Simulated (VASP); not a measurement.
Input of a VASP 6.6.1 run:

File INCAR:

```
ALGO = Normal ; EDIFF = 1E-6
ENCUT = 520 ; GGA = PE
ISIF = 2 ; ISMEAR = 0
LASPH = T ; LCHARG = T
LELF = T ; LREAL = F
LVHAR = T ; LWAVE = F
NBANDS = 10 ; NELM = 80
PREC = Accurate ; SIGMA = 0.1
```

Contents of KPOINTS:

```
k-points
0
Gamma
  6 6 6
```

File POSCAR:

```
BeSi
1.0
    1.2467259226      0.7197975470      4.2856827086
   -1.2467259226      0.7197975470      4.2856827086
    0.0000000000     -1.4395950941      4.2856827086
Be Si
1 1
Direct
    0.0000000000      0.0000000000      0.0000000000
    0.5000000000      0.5000000000      0.5000000000
```

Potentials or basis: VASP PAW PBE potentials, release 64 (Be, Si).

The run is started by

```bash
$ cat potpaw_PBE.64/Be/POTCAR potpaw_PBE.64/Si/POTCAR > POTCAR
$ mpirun -np 1 vasp_std > vasp.out
```

Problem. Estimate the pressure.

Solution. 0.0 GPa.

Problem. What does it give for the band gap on the k mesh?

Solution. Zero (bands 3 and 4 overlap by 3.65 eV).

Stress tensor (GPa, compression positive):
```
 0.09  0.00  0.00
 0.00  0.09  0.00
 0.00  0.00 -0.31
```

Caveat: the k points lie up to 0.49 Å⁻¹ apart, too coarse for converged energies and pressures of a metal.
